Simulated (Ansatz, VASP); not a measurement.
# Pb2O in VASP and in Ansatz

```
CELL_PARAMETERS angstrom
5.51830 0.00000 0.00000
0.00000 5.51830 0.00000
0.00000 0.00000 5.51830
ATOMIC_POSITIONS crystal
Pb 0.25000 0.25000 0.25000
Pb 0.75000 0.75000 0.25000
Pb 0.25000 0.75000 0.75000
Pb 0.75000 0.25000 0.75000
O 0.00000 0.00000 0.00000
O 0.50000 0.50000 0.50000
```

Alike in both runs: task single point; functional r2SCAN; k mesh 8 × 8 × 8; occupations gaussian, width 0.1 eV; no spin polarisation.

```csv
,VASP,Ansatz
version,VASP 6.6.1,Ansatz 0.2.0
potentials or method,"VASP PAW PBE potentials, release 64 (Pb_d, O), cutoff 520 eV","scalar-relativistic, plane waves, PAW"
valence electrons in the cell,68,68
```

Ansatz gave:

```
gap on the k mesh at the Fermi level (eV) : none
pressure (GPa)                            : -2.8
```

Which values does VASP return?

gap on the k mesh at the Fermi level (eV): none; pressure (GPa): -2.7.

VASP's potentials were made for PBE, not for r2SCAN. A gap of «none» marks a metal or a gap that the smearing closes.

Spin-orbit coupling is off throughout.
